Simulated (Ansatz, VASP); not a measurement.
## NiO2 in VASP and in Ansatz

```
CELL_PARAMETERS angstrom
2.62034 0.00000 0.00000
-1.31017 2.26928 0.00000
0.00000 0.00000 5.50948
ATOMIC_POSITIONS crystal
Ni 0.00000 0.00000 0.50000
O 0.66667 0.33333 0.69121
O 0.33333 0.66667 0.30879
```

Alike in both runs: task single point; functional PBEsol; k mesh 12 × 12 × 6; occupations gaussian, width 0.05 eV; no spin polarisation.

|  | VASP | Ansatz |
| --- | --- | --- |
| version | VASP 6.6.1 | Ansatz 0.2.0 |
| potentials or method | VASP PAW PBE potentials, release 64 (Ni_sv_GW, O), cutoff 700 eV | scalar-relativistic, plane waves, PAW |
| valence electrons in the cell | 30 | 30 |

Ansatz gave:

| Quantity | Value |
| --- | --- |
| gap on the k mesh at the Fermi level (eV) | 1.39 |
| least direct gap on the mesh (eV) | 1.47 |
| pressure (GPa) | 10.1 |
| traceless stress, the component that is largest in VASP (GPa) | -18.41 |
| rms of the force components (eV/Å) | 0.382 |

Q: Which values does VASP return?

A: gap on the k mesh at the Fermi level (eV): 1.39; least direct gap on the mesh (eV): 1.46; pressure (GPa): 10.5; traceless stress, the component that is largest in VASP (GPa): -18.70; rms of the force components (eV/Å): 0.348.

VASP's potentials were made for PBE, not for PBEsol. Atom by atom the forces differ by 0.033 eV/Å (rms over components).
